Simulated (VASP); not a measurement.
Runs of VASP 6.6.1 on SbP (zincblende type). The structure is that of space group F-43m (No. 216), or close to it. The cells are those of the table. 

```tsv
cell	gap on the mesh (eV)	pressure (GPa)
a = 3.895 Å, angles 60.0°, 2 atoms	none	33.4
a = 4.235 Å, angles 60.0°, 2 atoms	none	6.2
a = 3.482 Å, angles 60.0°, 2 atoms	none	133.8
a = 4.387 Å, angles 60.0°, 2 atoms	none	(a)
```

Alike in all rows: task single point; level PBEsol; potentials or basis VASP PAW PBE potentials, release 64 (Sb, P); no spin polarisation; k mesh 11 × 11 × 11; cutoff (eV) 520; smearing fermi-dirac 0.08 eV.

**Question.** Estimate the missing entries.

**Answer.** (a) 0.1.

Caveats: the PAW data sets were made with another functional, which shifts forces and pressure a little; spin-orbit coupling is left out, which moves the levels of the heavy elements; the cell stands under pressure (at least some runs).

A k mesh can miss the band edges, and the runs leave out spin-orbit coupling on Sb.

A gap of «none» marks levels without a gap at the run's occupations.
